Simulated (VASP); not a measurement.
# Te (R-3m) in VASP: single point with PBEsol

Aim: the single point of Te with PBEsol.

Everything below comes from runs of VASP 6.6.1. Logs are shortened: lines on timing, memory, paths and dates and some standing lists are left out, and cuts for length are marked.

## Step 1: The cell of the first run

The structure is trigonal, space group R-3m (No. 166). Conventional cell: a = 4.501 Å, b = 4.501 Å, c = 4.957 Å, α = 90.00°, β = 90.00°, γ = 120.00°. Te (site symmetry -3m) has 12 Te at 3.08 to 4.20 Å within 4.3 Å.

## Step 2: Single point, PBEsol (engineering shear strain xz +0.0000, normal strain along z -0.0700)

INCAR reads:

```
ALGO = Normal ; EDIFF = 1E-6
ENCUT = 520 ; GGA = PS
ISIF = 2 ; ISMEAR = 0
LASPH = T ; LCHARG = F
LREAL = F ; LWAVE = F
NBANDS = 9 ; NELM = 80
PREC = Accurate ; SIGMA = 0.15
```

KPOINTS reads:

```
k-points
0
Gamma
  15 15 15
```

POSCAR reads:

```
Te
1.0
    2.2506127899      1.2993919001      1.6524406802
   -2.2506127899      1.2993919001      1.6524406802
    0.0000000000     -2.5987838001      1.6524406803
Te
1
Direct
    0.5000000000      0.5000000000      0.5000000000
```

Potentials or basis: VASP PAW PBE potentials, release 64 (Te).

Command:

```
$ cat potpaw_PBE.64/Te/POTCAR > POTCAR
$ mpirun -np 1 vasp_std > vasp.out
```

OUTCAR:

```text
EDIFF = 1E-6
   ENCUT = 520
   GGA = PS
   ISIF = 2
   ISMEAR = 0
   LASPH = T
   LREAL = F
   NELM = 80
   PREC = Accurate

 ion  position               nearest neighbor table
   1  0.500  0.500  0.500-

  LATTYP: Found a trigonal (rhomboedric) cell.
 ALAT       =     3.0796489153
 COS(alpha) =    -0.0681423702

  Lattice vectors:

 A1 = (   2.2506127899,   1.2993919001,   1.6524406802)
 A2 = (  -2.2506127899,   1.2993919001,   1.6524406802)
 A3 = (   0.0000000000,  -2.5987838001,   1.6524406803)

Analysis of symmetry for initial positions (statically):
=====================================================================
 Subroutine PRICEL returns:
 Original cell was already a primitive cell.

 Routine SETGRP: Setting up the symmetry group for a
 trigonal (rhombohedral) supercell.

 Subroutine GETGRP returns: Found 12 space group operations
 (whereof 12 operations were pure point group operations)
 out of a pool of 12 trial point group operations.

The static configuration has the point symmetry D_3d.

Analysis of symmetry for dynamics (positions and initial velocities):
=====================================================================
 Subroutine PRICEL returns:
 Original cell was already a primitive cell.

 Routine SETGRP: Setting up the symmetry group for a
 trigonal (rhombohedral) supercell.

 Subroutine GETGRP returns: Found 12 space group operations
 (whereof 12 operations were pure point group operations)
 out of a pool of 12 trial point group operations.

The dynamic configuration has the point symmetry D_3d.

 Subroutine INISYM returns: Found 12 space group operations
 (whereof 12 operations are pure point group operations),
 and found     1 'primitive' translations

----------------------------------------------------------------------------------------

                                     Primitive cell

  volume of cell :      28.9947

  direct lattice vectors                    reciprocal lattice vectors
     2.250612790  1.299391900  1.652440680     0.222161716  0.128265127  0.201721815
    -2.250612790  1.299391900  1.652440680    -0.222161716  0.128265127  0.201721815
     0.000000000 -2.598783800  1.652440680     0.000000000 -0.256530253  0.201721815

  length of vectors
     3.079648915  3.079648915  3.079648915     0.326342552  0.326342552  0.326342552

  position of ions in fractional coordinates (direct lattice)
     0.500000000  0.500000000  0.500000000

[... 73 lines left out ...]
   ENCUT  =  520.0 eV  38.22 Ry    6.18 a.u.   5.73  5.73  5.73*2*pi/ulx,y,z
   NELM   =     80;   NELMIN=  2; NELMDL= -5     # of ELM steps
   EDIFF  = 0.1E-05   stopping-criterion for ELM
   LREAL  =      F    real-space projection
   EDIFFG = 0.1E-04   stopping-criterion for IOM
   NSW    =      0    number of steps for IOM
   IBRION =     -1    ionic relax: 0-MD 1-quasi-New 2-CG
   NFREE  =      0    steps in history (QN), initial steepest desc. (CG)
   ISIF   =      2    stress and relaxation
   ISYM   =      2    0-nonsym 1-usesym 2-fastsym
   POTIM  = 0.5000    time-step for ionic-motion
   TEBEG  =    0.0;   TEEND  =   0.0 temperature during run
   PSTRESS=    0.0 pullay stress
   NELECT =       6.0000    total number of electrons
   NUPDOWN=      -1.0000    fix difference up-down
   EMIN   =  10.00;   EMAX   =-10.00  energy-range for DOS
   EFERMI =   0.00;   METHOD = LEGACY
   ISMEAR =     0;   SIGMA  =   0.15  broadening in eV -4-tet -1-fermi 0-gaus
   EFERMI_NEDOS =   21; number of points for ismear=-14 and -15
   IALGO  =     38    algorithm
   IMIX   =      4    mixing-type and parameters
     AMIX     =   0.40;   BMIX     =  1.00
     AMIX_MAG =   1.60;   BMIX_MAG =  1.00
  volume/ion in A,a.u.               =      28.99       195.67
  Fermi-wavevector in a.u.,A,eV,Ry     =   0.968321  1.829861 12.757435  0.937645
  Thomas-Fermi vector in A             =   2.098280
   LORBIT       =      0    0 simple, 1 ext, 2 COOP (PROOUT), +10 PAW based schemes
   GGA     = PS    functional components
   LHFCALC =     F    Hartree Fock is set to
   AEXX    =    0.0000 exact exchange contribution
   IVDW    =     0    specifies the selected vdW correction
   LEPSILON=     F    determine dielectric tensor
   LRPA    =     F    only Hartree local field effects (RPA)
 non-spin polarized calculation
 Gauss-broadening in eV      SIGMA  =   0.15
  energy-cutoff  :      520.00
  volume of cell :       28.99
 maximum number of plane-waves:       795
   NGX = 11   NGY = 11   NGZ = 11

 number of electron       6.0000001 magnetization

 Free energy of the ion-electron system (eV)
  ---------------------------------------------------
  ext. energy  EPLUGINS =         0.00000000
  ---------------------------------------------------
  free energy    TOTEN  =        -3.48525222 eV

  energy without entropy =       -3.48015815  energy(sigma->0) =       -3.48270518

 E-fermi :   7.9029     XC(G=0):  -9.9579

 val. band max:        7.8997835691   @ k =  -0.2000   0.1333   0.1333
 cond. band min:       7.9035310007   @ k =  -0.2000   0.3333   0.2000
 fundamental gap:      0.0037474316
 Fermi energy:         7.9028565629

 k-point     1 :       0.0000    0.0000    0.0000
  band No.  band energies     occupation
      1      -6.6400      2.00000
      2       8.9991      0.00000
      3       9.4879      0.00000
      4       9.4879      0.00000
      5      13.9361      0.00000
      6      13.9361      0.00000
      7      14.8228      0.00000
      8      25.1970      0.00000
      9      25.2105      0.00000
[... 265 lines left out ...]
 k-point    24 :       0.2000    0.1333    0.0000
  band No.  band energies     occupation
      1      -5.8233      2.00000
      2       5.5465      2.00000
      3       7.3166      2.00000
      4       9.9743      0.00000
      5      15.0316      0.00000
      6      17.6022      0.00000
      7      19.2050      0.00000
      8      21.0212      0.00000
      9      21.8018      0.00000

 [... further k-points ...]
[... 5 lines left out ...]
  --------------------------------------------------------------------------------------
  -------------------------------------------------------------------------------------
  Total        0.8819392      0.8819392      0.7480434      0.0000000     -0.0000000      0.0000000
  in kB       48.7339016     48.7339016     41.3351295      0.0000000     -0.0000000      0.0000000
  external PRESSURE =      46.2676443 kB  Pullay stress =       0.0000000 kB

 VOLUME and BASIS-vectors are now :
 -----------------------------------------------------------------------------
  energy-cutoff  :      520.00
  volume of cell :       28.99
      direct lattice vectors                 reciprocal lattice vectors
     2.250612790  1.299391900  1.652440680     0.222161716  0.128265127  0.201721815
    -2.250612790  1.299391900  1.652440680    -0.222161716  0.128265127  0.201721815
     0.000000000 -2.598783800  1.652440680     0.000000000 -0.256530253  0.201721815

 POSITION                                       TOTAL-FORCE (eV/Angst)
 -----------------------------------------------------------------------------------
      0.00000      0.00000      2.47866         0.000000      0.000000     -0.000000
 -----------------------------------------------------------------------------------
    total drift:                                0.000000      0.000000     -0.000000

  FREE ENERGIE OF THE ION-ELECTRON SYSTEM (eV)
  ---------------------------------------------------
  free  energy   TOTEN  =        -3.4852522197 eV

  energy  without entropy=       -3.4801581469  energy(sigma->0) =       -3.48270518
```

OSZICAR:

```text
N       E                     dE             d eps       ncg     rms          rms(c)
DAV:   1     0.166324979081E+02    0.16632E+02   -0.25785E+03  6208   0.539E+02
DAV:   2    -0.293990514010E+01   -0.19572E+02   -0.18783E+02  8123   0.727E+01
DAV:   3    -0.348171880244E+01   -0.54181E+00   -0.53726E+00  7666   0.149E+01
DAV:   4    -0.348576777901E+01   -0.40490E-02   -0.40488E-02  8553   0.143E+00
DAV:   5    -0.348580405313E+01   -0.36274E-04   -0.36274E-04  7914   0.109E-01    0.945E+00
DAV:   6    -0.348545961982E+01    0.34443E-03   -0.25389E-04  8147   0.121E-01    0.573E+00
DAV:   7    -0.348523863552E+01    0.22098E-03   -0.61306E-04  6914   0.184E-01    0.427E-02
DAV:   8    -0.348524849449E+01   -0.98590E-05   -0.11181E-05  8583   0.217E-02    0.294E-02
DAV:   9    -0.348525241790E+01   -0.39234E-05   -0.40795E-06  6835   0.133E-02    0.169E-02
DAV:  10    -0.348525221970E+01    0.19820E-06   -0.89364E-08  3866   0.195E-03
   1 F= -.34852522E+01 E0= -.34827052E+01  d E =-.509407E-02
```

Run time: 51 s. Hardware: 1 thread of Intel Xeon 8259CL, shared host; peak memory 0.2 GiB.

Results:

```
Free energy            : -3.4853 eV
Pressure               : 4.6 GPa
Band gap on the k mesh : zero (bands 3 and 4 overlap by 5.43 eV)
```

Stress tensor (GPa, compression positive):
```
4.87 0.00 0.00
0.00 4.87 0.00
0.00 0.00 4.13
```

Levels at points of the mesh, in eV from the Fermi level:
| k point | band 1 | band 2 | band 3 | band 4 | band 5 | band 6 |
| --- | --- | --- | --- | --- | --- | --- |
| (0.00, 0.00, 0.00) | -14.54 | 1.10 | 1.59 | 1.59 | 6.03 | 6.03 |

Caveat: the cell differs from its parent crystal (engineering shear strain xz +0.0000, normal strain along z -0.0700); the cell stands under pressure; the PAW data sets were made with another functional, which shifts forces and pressure a little; spin-orbit coupling is left out, which moves the levels of the heavy elements.
